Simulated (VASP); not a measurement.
CuO:

```
Cu O
1.0
     1.99097   -2.15355    0.00000
     1.99097    2.15355    0.00000
     0.00000    0.00000    5.15593
Cu O
2 2
Cartesian
  0.9955 -1.0768 0.0000
  0.9955 1.0768 2.5780
  1.9910 0.0000 1.2890
  1.9910 0.0000 3.8669
```

| Property | Result |
| --- | --- |
| Program | VASP 6.6.1 |
| Task | relaxation of cell and atoms |
| Functional | LDA |
| Potentials or basis | VASP PAW LDA potentials, release 64 (Cu, O) |
| Cutoff | 600 eV |
| k mesh | 9 × 9 × 5 |
| Occupations | fermi-dirac, width 0.05 eV |
| Spin | no spin polarisation |

At the start: pressure -11.5 GPa; volume 11.05 Å³/atom.

Q: Where does the relaxation end?

A: Over 21 steps the energy falls by 30.5 meV/atom and the volume is 10.30 Å³/atom (-6.8 %); space group P4_2/mmc (No. 131, to 0.05 Å).

Step by step:
```csv
step,energy change (eV),largest force (eV/Å),pressure (GPa),volume (Å³)
1,0.0000,0.0000,-11.53,44.21
2,-0.0462,0.0000,10.98,39.31
3,-0.1148,0.0000,-0.20,41.33
4,-0.1148,0.0000,0.07,41.27
5,-0.1168,0.0000,0.12,41.20
6,-0.1181,0.0000,0.36,41.02
7,-0.1182,0.0000,0.23,41.07
8,-0.1186,0.0000,-0.16,41.17
9,-0.1188,0.0000,-0.46,41.23
10,-0.1190,0.0000,-0.42,41.23
11,-0.1196,0.0000,-0.23,41.22
12,-0.1205,0.0000,0.04,41.20
13,-0.1211,0.0000,0.60,41.15
14,-0.1213,0.0000,0.41,41.18
15,-0.1215,0.0000,0.23,41.22
16,-0.1216,0.0000,-0.03,41.30
17,-0.1217,0.0000,-0.10,41.30
18,-0.1219,0.0000,-0.10,41.29
19,-0.1219,0.0000,-0.21,41.26
20,-0.1220,0.0000,-0.23,41.27
21,-0.1220,0.0000,0.06,41.21
```

Final structure:
```
CELL_PARAMETERS angstrom
2.01572 -2.02318 0.00000
2.01572 2.02318 0.00000
0.00000 0.00000 5.05275
ATOMIC_POSITIONS crystal
Cu 0.50000 0.00000 0.00000
Cu 0.00000 0.50000 0.50000
O 0.50000 0.50000 0.25000
O 0.50000 0.50000 0.75000
```
